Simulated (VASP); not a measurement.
A run of VASP 6.6.1 is set up as follows.

Contents of INCAR:

```
ALGO = Normal
EDIFF = 1E-6
ENCUT = 520
GGA = PS
ISIF = 2
ISMEAR = 0
LASPH = True
LCHARG = True
LELF = True
LREAL = False
LVHAR = True
LWAVE = False
NBANDS = 26
NELM = 100
PREC = Accurate
SIGMA = 0.03
```

The input KPOINTS:

```
k-points
0
Gamma
  12 12 6
```

POSCAR

```
SiGe
1.0
    4.1218011386      0.0000000000      0.0000000000
   -2.0609005693      3.5695844954      0.0000000000
    0.0000000000      0.0000000000      5.7883979793
Si Ge
2 2
Direct
    0.6666666667      0.3333333333      0.8746070000
    0.3333333333      0.6666666667      0.3746070000
    0.6666666667      0.3333333333      0.5003920000
    0.3333333333      0.6666666667      0.0003920000
```

Potentials or basis: VASP PAW PBE potentials, release 64 (Si, Ge_d).

Launch:

```sh
$ cat potpaw_PBE.64/Si/POTCAR potpaw_PBE.64/Ge_d/POTCAR > POTCAR
$ mpirun -np 1 vasp_std > vasp.out
```

**Question.** What does it give for the band gap on the k mesh?

**Answer.** Zero (band 18 reaches 5.70 eV, above the bottom of band 19 at 4.99 eV).

**Question.** What does it give for the largest force?

**Answer.** 2.665 eV/Å.

**Question.** Estimate the pressure.

**Answer.** 3.9 GPa.

Forces on the atoms (eV/Å):
```
Si   0.000  0.000  2.665
Si   0.000  0.000  2.665
Ge   0.000  0.000 -2.665
Ge   0.000  0.000 -2.665
```

Caveat: the PAW data sets were made with another functional, which shifts forces and pressure a little.
